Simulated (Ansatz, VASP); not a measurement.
## One calculation of CsSnI3, two programs

```
Cs Sn I
1.0
     6.01953    0.00000    0.00000
     0.00000    6.01953    0.00000
     0.00000    0.00000    6.01953
Cs Sn I
1 1 3
Direct
  0.00000 0.00000 0.00000
  0.50000 0.50000 0.50000
  0.00000 0.50000 0.50000
  0.50000 0.00000 0.50000
  0.50000 0.50000 0.00000
```

Change from the starting cell: strain -0.030 along x and y, -0.030 along z, atoms carried along.

Alike in both runs: task single point; functional PBE; k mesh 6 × 6 × 6; occupations gaussian, width 0.03 eV; no spin polarisation.

|  | VASP | Ansatz |
| --- | --- | --- |
| version | VASP 6.6.1 | Ansatz 0.2.0 |
| potentials or method | VASP PAW PBE potentials, release 64 (Cs_sv, Sn_d, I), cutoff 520 eV | scalar-relativistic, plane waves, PAW |
| valence electrons in the cell | 44 | 74 |

|  | VASP | Ansatz | Ansatz less VASP |
| --- | --- | --- | --- |
| gap on the k mesh at the Fermi level (eV) | none | none | - |
| pressure (GPa) | 2.7 | 2.7 | 0.00 |

A gap of «none» marks a metal or a gap that the smearing closes. The functional is the same, so the differences come from potentials, cutoffs and numerics. VASP's potentials hold 44 valence electrons a cell and Ansatz's 74, so a difference there can come from the potentials and not from the codes.

Spin-orbit coupling is off throughout.
